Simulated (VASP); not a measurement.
The system is YV.

```xyz
2
Lattice="3.6143 0.0000 0.0000 0.0000 3.6143 0.0000 0.0000 0.0000 3.6143" Properties=species:S:1:pos:R:3 pbc="T T T"
V     0.0000    0.0000    0.0000
Y     1.8071    1.8071    1.8071
```

Base run:

| Quantity | Value |
| --- | --- |
| Program | VASP 6.6.1 |
| Functional | PBE |
| Potentials or basis | VASP PAW PBE potentials, release 64 (V_sv, Y_sv) |
| Cutoff | 520 eV |
| k mesh | 12 × 12 × 12 |
| Occupations | gaussian, width 0.1 eV |
| Spin | no spin polarisation |

Its results: pressure -5.3 GPa.

Task: The run is repeated on the same cell with these changes: spin from no spin polarisation to collinear spin, ferromagnetic start; further incar settings from ALGO = Normal; EDIFF = 1e-06; NBANDS = 19 to ALGO = Normal; EDIFF = 1e-06; NBANDS = 23. What comes out?

Result: Pressure 0.0 GPa; net moment 3.48 μB per cell; site moments V +2.44; Y +0.36 μB.

Caveats: the cell stands under tension (at least some runs).
